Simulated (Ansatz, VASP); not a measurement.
## Two plane-wave programs on HfZrS3

```
CELL_PARAMETERS angstrom
3.48233 2.01052 3.21860
-3.48233 2.01052 3.21860
0.00000 -4.02105 3.21860
ATOMIC_POSITIONS crystal
Zr 0.55723 0.55723 0.55723
Hf 0.85688 0.85688 0.85688
S 0.55359 0.55359 0.05670
S 0.55359 0.05670 0.55359
S 0.05670 0.55359 0.55359
```

Change from the starting cell: species swapped into the CsHgCl3 type (R3m, No. 160).

Alike in both runs: functional PBE; k mesh 6 × 6 × 6; occupations gaussian, width 0.1 eV; no spin polarisation.

Ansatz relaxed the structure, and its values are those at the end. VASP's run is a single point on that final structure, the one shown.

|  | VASP | Ansatz |
| --- | --- | --- |
| version | VASP 6.6.1 | Ansatz 0.2.0 |
| potentials or method | VASP PAW PBE potentials, release 64 (Zr_sv, Hf_pv, S), cutoff 520 eV | scalar-relativistic, plane waves, PAW |
| valence electrons in the cell | 40 | 56 |

|  | VASP | Ansatz | Ansatz less VASP |
| --- | --- | --- | --- |
| gap on the k mesh at the Fermi level (eV) | none | none | - |
| pressure (GPa) | -0.2 | 0.0 | +0.22 |
| rms of the force components (eV/Å) | 0.037 | 0.002 | -0.0351 |

A gap of «none» marks a metal or a gap that the smearing closes. VASP's potentials hold 40 valence electrons a cell and Ansatz's 56, so a difference there can come from the potentials and not from the codes.

Neither program's run includes spin-orbit coupling.
